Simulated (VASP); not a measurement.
TiCuF4:

```xyz
6
Lattice="3.7642 0.0000 0.0000 -1.8821 3.2599 0.0000 0.0000 0.0000 6.8819" Properties=species:S:1:pos:R:3 pbc="T T T"
Ti    0.0000    0.0000    3.4409
Cu    0.0000    0.0000    0.0000
F     0.0000    2.1733    4.7449
F     0.0000    2.1733    2.1370
F     1.8821    1.0866    2.1370
F     1.8821    1.0866    4.7449
```

The cell was generated, and may not be a known phase.

```yaml
Program: VASP 6.6.1
Task: relaxation of cell and atoms
Functional: PBE
Potentials_or_basis: VASP PAW PBE potentials, release 64 (Ti_sv, Cu, F)
Cutoff: 600 eV
k_mesh: 4 × 4 × 2
Occupations: gaussian, width 0.15 eV
Spin: collinear spin
Starting_moments: "[1.0, 1.0, 0.0, 0.0, 0.0, 0.0] μB"
```

At the start: pressure -10.2 GPa; volume 14.07 Å³/atom.

Q: Where does the relaxation end?

A: Over 10 steps the energy falls by 269.7 meV/atom and the volume is 10.50 Å³/atom (-25.4 %); space group P6/mmm (No. 191, to 0.1 Å) before and after; moment 1.00 μB per cell.

The path:
```
step  energy change (eV)  largest force (eV/Å)  pressure (GPa)  volume (Å³)
   1              0.0000                1.0408          -10.22        84.45
   2             -1.0531                0.2698           -4.60        73.75
   3             -1.1093                0.7796           -2.24        71.49
   4             -1.2459                0.6180           -0.56        68.94
   5             -1.4098                0.2062            7.62        61.60
   6             -1.4648                0.1460            7.01        61.32
   7             -1.5624                0.0356            5.74        60.42
   8             -1.5681                0.1137            5.44        60.05
   9             -1.5974                0.0740            3.39        61.06
  10             -1.6181                0.0024           -0.11        63.00
```

Final structure:
```yaml
crystal:
  lattice:
    - [3.70862, 0.00000, 0.00000]
    - [-1.85431, 3.21176, 0.00000]
    - [0.00000, 0.00000, 5.28875]
  atoms:
    - { symbol: Ti, position: [0.00000, 0.00000, 0.50000] }
    - { symbol: Cu, position: [0.00000, 0.00000, 0.00000] }
    - { symbol: F, position: [0.33333, 0.66667, 0.71662] }
    - { symbol: F, position: [0.33333, 0.66667, 0.28338] }
    - { symbol: F, position: [0.66667, 0.33333, 0.28338] }
    - { symbol: F, position: [0.66667, 0.33333, 0.71662] }
```

Caveat: the k points lie up to 0.59 Å⁻¹ apart in the final cell; the volume moved by over 15 % at a fixed basis, so the end points are rough; a cell with one magnetic atom can't hold antiferromagnetic order, which such compounds often take.
